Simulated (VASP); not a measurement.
# Sb (P6_3/mmc) in VASP: a series of runs, part 2 of 2

VASP 6.6.1.

**5. Single point, LDA**

This run uses another cell than the first one, of 27.19 Å³/atom.

Contents of INCAR:

```
SYSTEM = Sb
PREC = Accurate
ENCUT = 520
EDIFF = 1E-6
ISMEAR = -1
SIGMA = 0.05
LREAL = .False.
LASPH = .True.
NELM = 80
ALGO = Normal
ISIF = 2
LWAVE = .False.
LCHARG = .True.
LELF = .True.
LVHAR = .True.
NBANDS = 12
```

Contents of KPOINTS:

```
regular mesh
0
Gamma
  9 9 5
  0 0 0
```

Contents of POSCAR:

```
Sb
1.0
    3.3767485125      0.0000000000      0.0000000000
   -1.6883742563      2.9243499940      0.0000000000
    0.0000000000      0.0000000000      5.5063879352
Sb
2
Direct
    0.6666666667      0.3333333333      0.7500000000
    0.3333333333      0.6666666667      0.2500000000
```

Potentials or basis: VASP PAW LDA potentials, release 64 (Sb).

Command:

```
$ cat potpaw_LDA.64/Sb/POTCAR > POTCAR
$ mpirun -np 1 vasp_std > vasp.out
```

OUTCAR:

```text
SYSTEM = Sb
   PREC = Accurate
   ENCUT = 520
   EDIFF = 1E-6
   ISMEAR = -1
   LREAL = .False.
   LASPH = .True.
   NELM = 80
   ISIF = 2

 ion  position               nearest neighbor table
   1  0.667  0.333  0.750-   2 3.37   2 3.37   2 3.37   2 3.37   2 3.37   2 3.37
   2  0.333  0.667  0.250-   1 3.37   1 3.37   1 3.37   1 3.37   1 3.37   1 3.37

  LATTYP: Found a hexagonal cell.
 ALAT       =     3.3767485125
 C/A-ratio  =     1.6306775334

  Lattice vectors:

 A1 = (   3.3767485125,   0.0000000000,   0.0000000000)
 A2 = (  -1.6883742563,   2.9243499940,   0.0000000000)
 A3 = (   0.0000000000,   0.0000000000,   5.5063879352)

Analysis of symmetry for initial positions (statically):
=====================================================================
 Subroutine PRICEL returns:
 Original cell was already a primitive cell.

 Routine SETGRP: Setting up the symmetry group for a
 hexagonal supercell.

 Subroutine GETGRP returns: Found 24 space group operations
 (whereof 12 operations were pure point group operations)
 out of a pool of 24 trial point group operations.

The static configuration has the point symmetry D_3d.
 The point group associated with its full space group is D_6h.

Analysis of symmetry for dynamics (positions and initial velocities):
=====================================================================
 Subroutine PRICEL returns:
 Original cell was already a primitive cell.

 Routine SETGRP: Setting up the symmetry group for a
 hexagonal supercell.

 Subroutine GETGRP returns: Found 24 space group operations
 (whereof 12 operations were pure point group operations)
 out of a pool of 24 trial point group operations.

The dynamic configuration has the point symmetry D_3d.
 The point group associated with its full space group is D_6h.

 Subroutine INISYM returns: Found 24 space group operations
 (whereof 12 operations are pure point group operations),
 and found     1 'primitive' translations

----------------------------------------------------------------------------------------

                                     Primitive cell

[... 121 lines left out ...]
 non-spin polarized calculation
  energy-cutoff  :      520.00
  volume of cell :       54.37
 maximum number of plane-waves:      1475
 NGX is ok and might be reduce to    28
   NGX = 13   NGY = 13   NGZ = 21

 number of electron      10.0000001 magnetization

 Free energy of the ion-electron system (eV)
  ---------------------------------------------------
  ext. energy  EPLUGINS =         0.00000000
  ---------------------------------------------------
  free energy    TOTEN  =        -9.12259699 eV

  energy without entropy =       -9.11087504  energy(sigma->0) =       -9.11673602

 E-fermi :   8.1786     XC(G=0): -10.3311

 val. band max:        8.1312071860   @ k =   0.3333  -0.0000   0.4000
 cond. band min:       8.2053144995   @ k =   0.4444   0.1111   0.0000
 fundamental gap:      0.0741073135
 Fermi energy:         8.1786256267

 k-point     1 :       0.0000    0.0000    0.0000
  band No.  band energies     occupation
      1      -4.5879      2.00000
      2      -0.9049      2.00000
      3       2.5490      2.00000
      4      11.7259      0.00000
      5      11.7259      0.00000
      6      13.3115      0.00000
      7      13.3115      0.00000
      8      13.5288      0.00000
      9      15.8792      0.00000
     10      17.1713      0.00000
     11      17.9920      0.00000
     12      17.9920      0.00000
[... 331 lines left out ...]
 k-point    24 :       0.3333    0.3333    0.2000
  band No.  band energies     occupation
      1       0.1564      2.00000
      2       0.1564      2.00000
      3       4.1092      2.00000
      4       5.0864      2.00000
      5       5.0864      2.00000
      6       6.6611      2.00000
      7       8.9400      0.00000
      8       8.9400      0.00000
      9      12.8468      0.00000
     10      18.4104      0.00000
     11      18.4104      0.00000
     12      20.1500      0.00000

 [... further k-points ...]

------------------------ aborting loop because EDIFF is reached ----------------------------------------

  FORCE on cell =-STRESS in cart. coord.  units (eV):
  Direction    XX          YY          ZZ          XY          YZ          ZX
  --------------------------------------------------------------------------------------
  -------------------------------------------------------------------------------------
  Total       -1.2319051     -1.2319051     -1.3657972      0.0000000     -0.0000000      0.0000000
  in kB      -36.2988584    -36.2988584    -40.2440731      0.0000000     -0.0000000      0.0000000
  external PRESSURE =     -37.6139300 kB  Pullay stress =       0.0000000 kB

 VOLUME and BASIS-vectors are now :
 -----------------------------------------------------------------------------
  energy-cutoff  :      520.00
  volume of cell :       54.37
      direct lattice vectors                 reciprocal lattice vectors
     3.376748512  0.000000000  0.000000000     0.296142871  0.170978166  0.000000000
    -1.688374256  2.924349994  0.000000000     0.000000000  0.341956333  0.000000000
     0.000000000  0.000000000  5.506387935     0.000000000  0.000000000  0.181607255

 POSITION                                       TOTAL-FORCE (eV/Angst)
 -----------------------------------------------------------------------------------
      1.68837      0.97478      4.12979         0.000000     -0.000000      0.000000
     -0.00000      1.94957      1.37660        -0.000000      0.000000      0.000000
 -----------------------------------------------------------------------------------
    total drift:                               -0.000000      0.000000      0.000000

  FREE ENERGIE OF THE ION-ELECTRON SYSTEM (eV)
  ---------------------------------------------------
  free  energy   TOTEN  =        -9.1225969874 eV

  energy  without entropy=       -9.1108750431  energy(sigma->0) =       -9.11673602
```

OSZICAR:

```text
N       E                     dE             d eps       ncg     rms          rms(c)
DAV:   1     0.341988262622E+02    0.34199E+02   -0.35428E+03   864   0.661E+02
DAV:   2    -0.734530516505E+01   -0.41544E+02   -0.40508E+02  1192   0.109E+02
DAV:   3    -0.912445165656E+01   -0.17791E+01   -0.17661E+01  1072   0.255E+01
DAV:   4    -0.913852073033E+01   -0.14069E-01   -0.14065E-01  1008   0.280E+00
DAV:   5    -0.913868386875E+01   -0.16314E-03   -0.16314E-03  1020   0.325E-01    0.248E+00
DAV:   6    -0.912804413256E+01    0.10640E-01   -0.48492E-03   972   0.308E-01    0.141E+00
DAV:   7    -0.912262125448E+01    0.54229E-02   -0.84464E-03   920   0.408E-01    0.322E-02
DAV:   8    -0.912259698464E+01    0.24270E-04   -0.10312E-04  1016   0.714E-02    0.150E-02
DAV:   9    -0.912259698738E+01   -0.27400E-08   -0.17881E-06   936   0.103E-02
   1 F= -.91225970E+01 E0= -.91167360E+01  d E =-.117219E-01
```

Run time: 21 s. Hardware: 1 thread of Intel Xeon 8259CL, shared host; peak memory 0.15 GiB.

Results:

```yaml
Free_energy: -9.1226 eV
Pressure: -3.8 GPa
Band_gap_on_the_k_mesh: zero (bands 5 and 6 overlap by 6.65 eV)
```

Stress tensor (GPa, compression positive):
```
-3.63  0.00  0.00
 0.00 -3.63  0.00
 0.00  0.00 -4.02
```

Caveat: the cell stands under tension; spin-orbit coupling is left out, which moves the levels of the heavy elements.

**6. Summary**

```tsv
cell	gap on the mesh (eV)	pressure (GPa)
a = 3.332, b = 3.332, c = 5.433 Å, angles 90.0, 90.0, 120.0°, 2 atoms	none	-1.4
a = 3.355, b = 3.355, c = 5.470 Å, angles 90.0, 90.0, 120.0°, 2 atoms	none	-2.7
a = 3.377, b = 3.377, c = 5.506 Å, angles 90.0, 90.0, 120.0°, 2 atoms	none	-3.8
```

Alike in all rows: task single point; level LDA; potentials or basis VASP PAW LDA potentials, release 64 (Sb); no spin polarisation; k mesh 9 × 9 × 5; cutoff (eV) 520; smearing fermi-dirac 0.05 eV.

Caveats: spin-orbit coupling is left out, which moves the levels of the heavy elements; the cell stands under tension (at least some runs).

Total energies depend on the potentials used, so only differences within one code and one set of settings carry meaning.
